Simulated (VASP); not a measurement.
Crystal: Ca.

```
CELL_PARAMETERS angstrom
0.00000 2.78841 2.78841
2.78841 0.00000 2.78841
2.78841 2.78841 0.00000
ATOMIC_POSITIONS crystal
Ca 0.00000 0.00000 0.00000
```

| Property | Result |
| --- | --- |
| Program | VASP 6.6.1 |
| Task | relaxation of cell and atoms |
| Functional | PBE |
| Dispersion | D3(BJ) |
| Potentials or basis | VASP PAW PBE potentials, release 64 (Ca_sv) |
| Cutoff | 600 eV |
| k mesh | 14 × 14 × 14 |
| Occupations | gaussian, width 0.1 eV |
| Spin | no spin polarisation |

At the start: pressure -1.2 GPa; volume 43.36 Å³/atom.

Question: How do energy, volume and symmetry change on relaxing?

Answer: Over 3 steps the energy falls by 12.7 meV/atom and the volume is 40.20 Å³/atom (-7.3 %); space group Fm-3m (No. 225, to 0.05 Å).

The path:
| step | energy change (eV) | largest force (eV/Å) | pressure (GPa) | volume (Å³) |
| --- | --- | --- | --- | --- |
| 1 | 0.0000 | 0.0000 | -1.24 | 43.36 |
| 2 | -0.0111 | 0.0000 | -0.47 | 41.29 |
| 3 | -0.0127 | 0.0000 | 0.01 | 40.20 |

Final structure:
```yaml
crystal:
  lattice:
    - [0.00000, 2.71886, 2.71886]
    - [2.71886, 0.00000, 2.71886]
    - [2.71886, 2.71886, 0.00000]
  atoms:
    - { symbol: Ca, position: [0.00000, 0.00000, 0.00000] }
```

Caveat: pairwise dispersion overbinds metals, which lowers pressure and volume.
